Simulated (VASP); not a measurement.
Write the native input for VASP 6.6.1 that does the following.

```yaml
Task: single point
Functional: PBE
Potentials_or_basis: VASP PAW PBE potentials, release 64 (Mg, B)
Cutoff: 600 eV
k_mesh: 5 × 5 × 4
Occupations: fermi-dirac, width 0.05 eV
Spin: no spin polarisation
Dipole_correction: no
Further_INCAR_settings: ALGO = Normal; EDIFF = 1e-06; NBANDS = 11
```

The structure of MgB2 lies in POSCAR:

```
MgB2
1.0
    3.0850000000      0.0000000000      0.0000000000
   -1.5425000000      2.6716900000      0.0000000000
    0.0000000000      0.0000000000      3.5230000000
Mg B
1 2
Direct
    0.0000000000      0.0000000000      0.0000000000
    0.3333333333      0.6666666667      0.5200000000
    0.6666666667      0.3333333333      0.5000000000
```

The input as run:

INCAR

```
SYSTEM = MgB2
  PREC = Accurate
  ENCUT = 600
  EDIFF = 1E-6
  ISMEAR = -1
  SIGMA = 0.05
  LREAL = .False.
  LASPH = .True.
  NELM = 120
  ALGO = Normal
  ISIF = 2
  LWAVE = .False.
  LCHARG = .False.
  GGA = PE
  NBANDS = 11
  GGA_COMPAT = .False.
```

KPOINTS

```
Automatic mesh
0
Gamma
  5 5 4
  0 0 0
```

Potentials or basis: VASP PAW PBE potentials, release 64 (Mg, B).

The run is started by

```sh
$ cat potpaw_PBE.64/Mg/POTCAR potpaw_PBE.64/B/POTCAR > POTCAR
$ mpirun -np 1 vasp_std > vasp.out
```

It gave:

* Pressure: -1.4 GPa
* Largest force: 0.780 eV/Å
* Band gap on the k mesh: zero (band 4 reaches 6.04 eV, above the bottom of band 5 at 3.96 eV)

Caveat: the k points lie up to 0.47 Å⁻¹ apart.

Run time: 7.6 s on 1 thread of Intel Xeon 6975P-C, with other jobs on the host, peak memory 0.16 GiB.
